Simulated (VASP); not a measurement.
# NaH (Fm-3m) in VASP: further runs

Runs on NaH. Level: PBE. Tasks: single point.

All numbers are computed with VASP 6.6.1; they aren't measurements. Logs are shortened: lines on timing, memory, paths and dates and some standing lists are left out, and cuts for length are marked.

## (1) The cell of the first run

The structure is cubic, space group Fm-3m (No. 225). Conventional cell: a = 4.714 Å, b = 4.714 Å, c = 4.714 Å, α = 90.00°, β = 90.00°, γ = 90.00°. Within 3.1 Å of Na (site symmetry m-3m) lie 6 H at 2.36 Å. H (site symmetry m-3m) has 6 Na at 2.36 Å within 3.1 Å.

## (2) Single point, PBE (volume changed by -5%)

File INCAR:

```
PREC = Accurate ; ENCUT = 520
EDIFF = 1E-6 ; ISMEAR = 0
SIGMA = 0.01 ; LREAL = False
LASPH = True ; NELM = 80
ALGO = Normal ; ISIF = 2
LWAVE = False ; LCHARG = False
GGA = PE ; NBANDS = 11
```

File KPOINTS:

```
Automatic mesh
0
Gamma
  6 6 6
```

File POSCAR:

```
NaH
1.0
    0.0000000000      2.3568679949      2.3568679949
    2.3568679949      0.0000000000      2.3568679949
    2.3568679949      2.3568679949      0.0000000000
Na H
1 1
Direct
    0.0000000000      0.0000000000      0.0000000000
    0.5000000000      0.5000000000      0.5000000000
```

Potentials or basis: VASP PAW PBE potentials, release 64 (Na_pv, H).

Started as:

```bash
cat potpaw_PBE.64/Na_pv/POTCAR potpaw_PBE.64/H/POTCAR > POTCAR
mpirun -np 1 vasp_std > vasp.out
```

OUTCAR:

```text
PREC = Accurate
   ENCUT = 520
   EDIFF = 1E-6
   ISMEAR = 0
   LREAL = False
   LASPH = True
   NELM = 80
   ISIF = 2
   GGA = PE

 ion  position               nearest neighbor table
   1  0.000  0.000  0.000-
   2  0.500  0.500  0.500-

  LATTYP: Found a face centered cubic cell.
 ALAT       =     4.7137359898

  Lattice vectors:

 A1 = (   0.0000000000,   2.3568679949,   2.3568679949)
 A2 = (   2.3568679949,   0.0000000000,   2.3568679949)
 A3 = (   2.3568679949,   2.3568679949,   0.0000000000)

Analysis of symmetry for initial positions (statically):
=====================================================================
 Subroutine PRICEL returns:
 Original cell was already a primitive cell.

 Routine SETGRP: Setting up the symmetry group for a
 face centered cubic supercell.

 Subroutine GETGRP returns: Found 48 space group operations
 (whereof 48 operations were pure point group operations)
 out of a pool of 48 trial point group operations.

The static configuration has the point symmetry O_h .

Analysis of symmetry for dynamics (positions and initial velocities):
=====================================================================
 Subroutine PRICEL returns:
 Original cell was already a primitive cell.

 Routine SETGRP: Setting up the symmetry group for a
 face centered cubic supercell.

 Subroutine GETGRP returns: Found 48 space group operations
 (whereof 48 operations were pure point group operations)
 out of a pool of 48 trial point group operations.

The dynamic configuration has the point symmetry O_h .

 Subroutine INISYM returns: Found 48 space group operations
 (whereof 48 operations are pure point group operations),
 and found     1 'primitive' translations

----------------------------------------------------------------------------------------

                                     Primitive cell

  volume of cell :      26.1840

  direct lattice vectors                    reciprocal lattice vectors
     0.000000000  2.356867995  2.356867995    -0.212145950  0.212145950  0.212145950
     2.356867995  0.000000000  2.356867995     0.212145950 -0.212145950  0.212145950
     2.356867995  2.356867995  0.000000000     0.212145950  0.212145950 -0.212145950

  length of vectors
     3.333114683  3.333114683  3.333114683     0.367447564  0.367447564  0.367447564

[... 75 lines left out ...]
   IBRION =     -1    ionic relax: 0-MD 1-quasi-New 2-CG
   NFREE  =      0    steps in history (QN), initial steepest desc. (CG)
   ISIF   =      2    stress and relaxation
   ISYM   =      2    0-nonsym 1-usesym 2-fastsym
   POTIM  = 0.5000    time-step for ionic-motion
   TEBEG  =    0.0;   TEEND  =   0.0 temperature during run
   PSTRESS=    0.0 pullay stress
   NELECT =       8.0000    total number of electrons
   NUPDOWN=      -1.0000    fix difference up-down
   EMIN   =  10.00;   EMAX   =-10.00  energy-range for DOS
   EFERMI =   0.00;   METHOD = LEGACY
   ISMEAR =     0;   SIGMA  =   0.01  broadening in eV -4-tet -1-fermi 0-gaus
   EFERMI_NEDOS =   21; number of points for ismear=-14 and -15
   IALGO  =     38    algorithm
   IMIX   =      4    mixing-type and parameters
     AMIX     =   0.40;   BMIX     =  1.00
     AMIX_MAG =   1.60;   BMIX_MAG =  1.00
  volume/ion in A,a.u.               =      13.09        88.35
  Fermi-wavevector in a.u.,A,eV,Ry     =   1.102621  2.083651 16.541595  1.215773
  Thomas-Fermi vector in A             =   2.239067
   LORBIT       =      0    0 simple, 1 ext, 2 COOP (PROOUT), +10 PAW based schemes
   GGA     = PE    functional components
   LHFCALC =     F    Hartree Fock is set to
   AEXX    =    0.0000 exact exchange contribution
   IVDW    =     0    specifies the selected vdW correction
   LEPSILON=     F    determine dielectric tensor
   LRPA    =     F    only Hartree local field effects (RPA)
 non-spin polarized calculation
 Gauss-broadening in eV      SIGMA  =   0.01
  energy-cutoff  :      520.00
  volume of cell :       26.18
 maximum number of plane-waves:       725
 NGX is ok and might be reduce to    28
   NGX = 13   NGY = 13   NGZ = 13

 number of electron       8.0000002 magnetization

 Free energy of the ion-electron system (eV)
  ---------------------------------------------------
  ext. energy  EPLUGINS =         0.00000000
  ---------------------------------------------------
  free energy    TOTEN  =        -5.07532929 eV

  energy without entropy =       -5.07532929  energy(sigma->0) =       -5.07532929

 E-fermi :  -0.8262     XC(G=0):  -8.0240

 val. band max:       -0.9163920222   @ k =  -0.3333   0.5000   0.1667
 cond. band min:       3.0211000611   @ k =   0.5000   0.0000   0.0000
 fundamental gap:      3.9374920832
 Fermi energy:        -0.8261691410

 k-point     1 :       0.0000    0.0000    0.0000
  band No.  band energies     occupation
      1     -22.8412      2.00000
      2     -22.8412      2.00000
      3     -22.8412      2.00000
      4      -4.6975      2.00000
      5      10.2273      0.00000
      6      15.3009      0.00000
      7      15.3009      0.00000
      8      15.3009      0.00000
      9      16.3484      0.00000
     10      16.3484      0.00000
     11      16.3484      0.00000
[... 197 lines left out ...]
 k-point    16 :      -0.3333    0.5000    0.1667
  band No.  band energies     occupation
      1     -22.9315      2.00000
      2     -22.8982      2.00000
      3     -22.8837      2.00000
      4      -0.9164      2.00000
      5       4.5600      0.00000
      6       6.4999      0.00000
      7       8.3167      0.00000
      8      14.6917      0.00000
      9      15.0444      0.00000
     10      20.9119      0.00000
     11      20.9509      0.00000

------------------------ aborting loop because EDIFF is reached ----------------------------------------

  FORCE on cell =-STRESS in cart. coord.  units (eV):
  Direction    XX          YY          ZZ          XY          YZ          ZX
  --------------------------------------------------------------------------------------
  -------------------------------------------------------------------------------------
  Total        0.3200983      0.3200983      0.3200983     -0.0000000      0.0000000      0.0000000
  in kB       19.5865606     19.5865606     19.5865606     -0.0000000      0.0000000      0.0000000
  external PRESSURE =      19.5865606 kB  Pullay stress =       0.0000000 kB

 VOLUME and BASIS-vectors are now :
 -----------------------------------------------------------------------------
  energy-cutoff  :      520.00
  volume of cell :       26.18
      direct lattice vectors                 reciprocal lattice vectors
     0.000000000  2.356867995  2.356867995    -0.212145950  0.212145950  0.212145950
     2.356867995  0.000000000  2.356867995     0.212145950 -0.212145950  0.212145950
     2.356867995  2.356867995  0.000000000     0.212145950  0.212145950 -0.212145950

 POSITION                                       TOTAL-FORCE (eV/Angst)
 -----------------------------------------------------------------------------------
      0.00000      0.00000      0.00000        -0.000000      0.000000     -0.000000
      2.35687      2.35687      2.35687         0.000000     -0.000000      0.000000
 -----------------------------------------------------------------------------------
    total drift:                               -0.000000     -0.000000     -0.000000

  FREE ENERGIE OF THE ION-ELECTRON SYSTEM (eV)
  ---------------------------------------------------
  free  energy   TOTEN  =        -5.0753292856 eV

  energy  without entropy=       -5.0753292856  energy(sigma->0) =       -5.07532929
```

OSZICAR:

```text
N       E                     dE             d eps       ncg     rms          rms(c)
DAV:   1     0.399894153550E+02    0.39989E+02   -0.45377E+03   355   0.763E+02
DAV:   2    -0.417127386100E+01   -0.44161E+02   -0.43468E+02   358   0.198E+02
DAV:   3    -0.550213935392E+01   -0.13309E+01   -0.13290E+01   431   0.339E+01
DAV:   4    -0.551063563782E+01   -0.84963E-02   -0.84956E-02   434   0.262E+00
DAV:   5    -0.551071053896E+01   -0.74901E-04   -0.74901E-04   403   0.257E-01    0.325E+00
DAV:   6    -0.516854351248E+01    0.34217E+00   -0.31509E-01   394   0.291E+00    0.153E+00
DAV:   7    -0.507114588158E+01    0.97398E-01   -0.32336E-01   391   0.225E+00    0.344E-01
DAV:   8    -0.507535597311E+01   -0.42101E-02   -0.94680E-03   385   0.100E+00    0.673E-02
DAV:   9    -0.507534440386E+01    0.11569E-04   -0.10466E-03   417   0.362E-01    0.236E-02
DAV:  10    -0.507532694507E+01    0.17459E-04   -0.56997E-05   395   0.492E-02    0.407E-03
DAV:  11    -0.507532952421E+01   -0.25791E-05   -0.52405E-06   394   0.109E-02    0.317E-03
DAV:  12    -0.507532928563E+01    0.23858E-06   -0.21715E-07   221   0.304E-03
   1 F= -.50753293E+01 E0= -.50753293E+01  d E =-.139268E-38
```

It took 5.8 s on 1 thread of Intel Xeon Platinum 8259CL at 2.50GHz (Skylake/Cascade Lake), shared host; peak memory 0.14 GiB.

What came out:

| Item | Value |
| --- | --- |
| Free energy | -5.0753 eV |
| Pressure | 2.0 GPa |
| Band gap on the k mesh | 3.94 eV, indirect (least direct gap 4.78 eV) |

Levels at points of the mesh, in eV from the valence-band top:
```tsv
k point	band 1	band 2	band 3	band 4	band 5	band 6	band 7	band 8	band 9
(0.00, 0.00, 0.00)	-21.92	-21.92	-21.92	-3.78	11.14	16.22	16.22	16.22	17.26
(0.50, 0.00, 0.00)	-22.05	-21.94	-21.94	-0.84	3.94	11.36	13.90	13.90	17.25
(0.50, 0.50, 0.00)	-22.03	-21.97	-21.97	-0.14	4.84	10.36	11.20	11.20	12.61
```

## (3) Single point, PBE (volume changed by -10%)

File INCAR:

```
SYSTEM = NaH
ALGO = Normal ; EDIFF = 1E-6
ENCUT = 520 ; GGA = PE
ISIF = 2 ; ISMEAR = 0
LASPH = .True. ; LCHARG = .True.
LELF = .True. ; LREAL = .False.
LVHAR = .True. ; LWAVE = .False.
NBANDS = 11 ; NELM = 100
PREC = Accurate ; SIGMA = 0.01
```

File KPOINTS:

```
k-points
0
Gamma
  6 6 6
  0 0 0
```

File POSCAR:

```
NaH
1.0
    0.0000000000      2.3147720351      2.3147720351
    2.3147720351      0.0000000000      2.3147720351
    2.3147720351      2.3147720351      0.0000000000
Na H
1 1
Direct
    0.0000000000      0.0000000000      0.0000000000
    0.5000000000      0.5000000000      0.5000000000
```

Potentials or basis: VASP PAW PBE potentials, release 64 (Na_pv, H).

Started as:

```bash
cat potpaw_PBE.64/Na_pv/POTCAR potpaw_PBE.64/H/POTCAR > POTCAR
mpirun -np 1 vasp_std > vasp.out
```

It took 3.7 s on 1 thread of Intel Xeon Platinum 8259CL at 2.50GHz (Skylake/Cascade Lake), shared host; peak memory 0.12 GiB.

The run converged. Its results:

```
Free energy            : -5.0504 eV
Pressure               : 3.8 GPa
Band gap on the k mesh : 4.04 eV, indirect (least direct gap 4.90 eV)
```

Levels at points of the mesh, in eV from the valence-band top:
```csv
k point,band 2,band 3,band 4,band 5,band 6,band 7
"(0.00, 0.00, 0.00)",-21.84,-21.84,-3.94,11.66,16.64,16.64
"(0.50, 0.00, 0.00)",-21.85,-21.85,-0.86,4.04,11.76,14.26
"(0.50, 0.50, 0.00)",-21.88,-21.88,-0.16,4.96,10.57,11.56
```

[end of part 1 of 2]
